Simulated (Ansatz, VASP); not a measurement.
## Two plane-wave programs on Be

```
Be
1.0
     2.26069    0.00000    0.00000
    -1.13034    1.95781    0.00000
     0.00000    0.00000    3.56883
Be
2
Direct
  0.33333 0.66667 0.25000
  0.66667 0.33333 0.75000
```

Alike in both runs: functional r2SCAN; k mesh 19 × 19 × 11; occupations fermi-dirac, width 0.05 eV; no spin polarisation.

Ansatz relaxed the structure, and its values are those at the end. VASP's run is a single point on that final structure, the one shown.

```csv
,VASP,Ansatz
version,VASP 6.6.1,Ansatz 0.2.0
potentials or method,"VASP PAW PBE potentials, release 64 (Be), cutoff 660 eV",plane-wave PAW DFT
valence electrons in the cell,4,4
```

|  | VASP | Ansatz | Ansatz less VASP |
| --- | --- | --- | --- |
| pressure (GPa) | 0.3 | 0.0 | -0.27 |

VASP's potentials were made for PBE, not for r2SCAN.
